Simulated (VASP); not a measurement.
A run of VASP 6.6.1:

The input INCAR:

```
SYSTEM = Os
ALGO = Normal ; EDIFF = 1E-8
ENCUT = 520 ; GGA = PE
ISIF = 2 ; ISMEAR = -1
LASPH = .TRUE. ; LCHARG = .FALSE.
LEFG = .TRUE. ; LREAL = .FALSE.
LWAVE = .FALSE. ; NBANDS = 15
NELM = 60 ; PREC = Accurate
SIGMA = 0.05
```

KPOINTS

```
k-points
0
G
  15 15 9
  0 0 0
```

File POSCAR:

```
Os
1.0
    2.7431834308      0.0000000000      0.0000000000
   -1.3715917155      2.3756665384      0.0000000000
    0.0000000000      0.0000000000      4.3340512682
Os
2
Direct
    0.3333333333      0.6666666667      0.2500000000
    0.6666666667      0.3333333333      0.7500000000
```

Potentials or basis: VASP PAW PBE potentials, release 64 (Os).

Run with:

```bash
$ cat potpaw_PBE.64/Os/POTCAR > POTCAR
$ mpirun -np 1 vasp_std > vasp.out
```

Hardware: 1 thread of Intel(R) Xeon(R) Platinum 8259CL CPU @ 2.50GHz (Skylake/Cascade Lake), on a shared host.

**Question.** How long does it take, and how much memory?

**Answer.** Wall time 38 s on 1 thread of Intel(R) Xeon(R) Platinum 8259CL CPU @ 2.50GHz (Skylake/Cascade Lake) (shared host), peak memory 0.17 GiB. Counts: scf iterations 15, k points 135.
